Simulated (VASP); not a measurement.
Set up this calculation in VASP 6.6.1, as the native input.

```yaml
Task: single point
Functional: r2SCAN
Potentials_or_basis: VASP PAW PBE potentials, release 64 (Si, C)
Cutoff: 520 eV
k_mesh: 12 × 12 × 6
Occupations: gaussian, width 0.01 eV
Spin: no spin polarisation
Dipole_correction: no
Further_INCAR_settings: ALGO = Normal; EDIFF = 1e-06; NBANDS = 16
```

SiC:

```
CELL_PARAMETERS angstrom
3.01385 0.00000 0.00000
-1.50692 2.61007 0.00000
0.00000 0.00000 4.94715
ATOMIC_POSITIONS crystal
Si 0.33333 0.66667 0.99965
Si 0.66667 0.33333 0.49965
C 0.33333 0.66667 0.37535
C 0.66667 0.33333 0.87535
```

This cell differs from its parent crystal: strain -2.0%.

These files were run (other wordings do the same):

POSCAR

```
SiC
1.0
    3.0138491184      0.0000000000      0.0000000000
   -1.5069245592      2.6100698997      0.0000000000
    0.0000000000      0.0000000000      4.9471459332
Si C
2 2
Direct
    0.3333333333      0.6666666667     -0.0003531283
    0.6666666667      0.3333333333      0.4996468717
    0.3333333333      0.6666666667      0.3753531283
    0.6666666667      0.3333333333      0.8753531283
```

INCAR.step1

```
SYSTEM = SiC
PREC = Accurate ; ENCUT = 520
ISMEAR = 0 ; SIGMA = 0.01
LREAL = .False. ; LASPH = .True.
NELM = 80 ; NBANDS = 16
GGA = PE ; ALGO = Normal
EDIFF = 1E-4 ; LWAVE = .True.
LCHARG = .False.
```

INCAR.step2

```
SYSTEM = SiC
PREC = Accurate ; ENCUT = 520
EDIFF = 1E-6 ; ISMEAR = 0
SIGMA = 0.01 ; LREAL = .False.
LASPH = .True. ; NELM = 80
ALGO = Normal ; ISIF = 2
LWAVE = .False. ; LCHARG = .False.
METAGGA = R2SCAN ; LMIXTAU = .True.
NBANDS = 16 ; ISTART = 1
```

KPOINTS

```
Automatic mesh
0
Gamma
  12 12 6
  0 0 0
```

Potentials or basis: VASP PAW PBE potentials, release 64 (Si, C).

Run with:

```console
$ cat potpaw_PBE.64/Si/POTCAR potpaw_PBE.64/C/POTCAR > POTCAR
$ cp INCAR.step1 INCAR
$ mpirun -np 1 vasp_std > vasp.out
$ cp INCAR.step2 INCAR
$ mpirun -np 1 vasp_std > vasp.out
```

Results of the run:

```yaml
Pressure: 15.3 GPa
Band_gap_on_the_k_mesh: 2.56 eV, indirect (least direct gap 4.63 eV)
```

Caveat: the cell differs from its parent crystal (strain -2.0%); the PAW data sets were made with another functional, which shifts forces and pressure a little.

It took 55 s on 1 thread of Intel(R) Xeon(R) 6975P-C (Granite Rapids), on a shared host, peak memory 0.18 GiB.
